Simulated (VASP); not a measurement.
Write the native input for VASP 6.6.1 that does the following.

| Item | Value |
| --- | --- |
| Task | single point |
| Functional | r2SCAN |
| Potentials or basis | VASP PAW PBE potentials, release 64 (Re) |
| Cutoff | 520 eV |
| k mesh | 9 × 9 × 8 |
| Occupations | gaussian, width 0.1 eV |
| Spin | no spin polarisation |
| Dipole correction | no |
| Further INCAR settings | ALGO = Normal; EDIFF = 1e-07; NBANDS = 10 |

Re:

```
Re
1.0
     2.75664    0.00000    0.00000
    -1.37832    2.38732    0.00000
     0.00000    0.00000    2.44310
Re
1
Direct
  0.00000 0.00000 0.00000
```

This isn't the form of Re at room conditions, which is hcp.

These files were run (other wordings do the same):

POSCAR

```
Re
1.0
    2.7566368122      0.0000000000      0.0000000000
   -1.3783184061      2.3873175083      0.0000000000
    0.0000000000      0.0000000000      2.4431031836
Re
1
Direct
    0.0000000000      0.0000000000      0.0000000000
```

INCAR.step1

```
SYSTEM = Re
PREC = Accurate
ENCUT = 520
ISMEAR = 0
SIGMA = 0.1
LREAL = .False.
LASPH = .True.
NELM = 100
NBANDS = 10
GGA = PE
ALGO = Normal
EDIFF = 1E-4
LWAVE = .True.
LCHARG = .False.
```

INCAR.step2

```
SYSTEM = Re
PREC = Accurate
ENCUT = 520
EDIFF = 1E-7
ISMEAR = 0
SIGMA = 0.1
LREAL = .False.
LASPH = .True.
NELM = 100
ALGO = Normal
ISIF = 2
LWAVE = .False.
LCHARG = .True.
METAGGA = R2SCAN
LMIXTAU = .True.
LELF = .True.
LVHAR = .True.
NBANDS = 10
ISTART = 1
```

KPOINTS

```
Automatic mesh
0
Gamma
  9 9 8
  0 0 0
```

Potentials or basis: VASP PAW PBE potentials, release 64 (Re).

Run with:

```console
$ cat potpaw_PBE.64/Re/POTCAR > POTCAR
$ cp INCAR.step1 INCAR
$ mpirun -np 1 vasp_std > vasp.out
$ cp INCAR.step2 INCAR
$ mpirun -np 1 vasp_std > vasp.out
```

Results of the run:

```
Pressure               : -0.9 GPa
Band gap on the k mesh : zero (an odd number of electrons rules out a gap without spin polarisation)
```

Caveat: the PAW data sets were made with another functional, which shifts forces and pressure a little; spin-orbit coupling is left out, which moves the levels of the heavy elements.

Wall time 28 s on 1 thread of Intel(R) Xeon(R) Platinum 8488C (Sapphire Rapids) (shared host), peak memory 0.14 GiB.
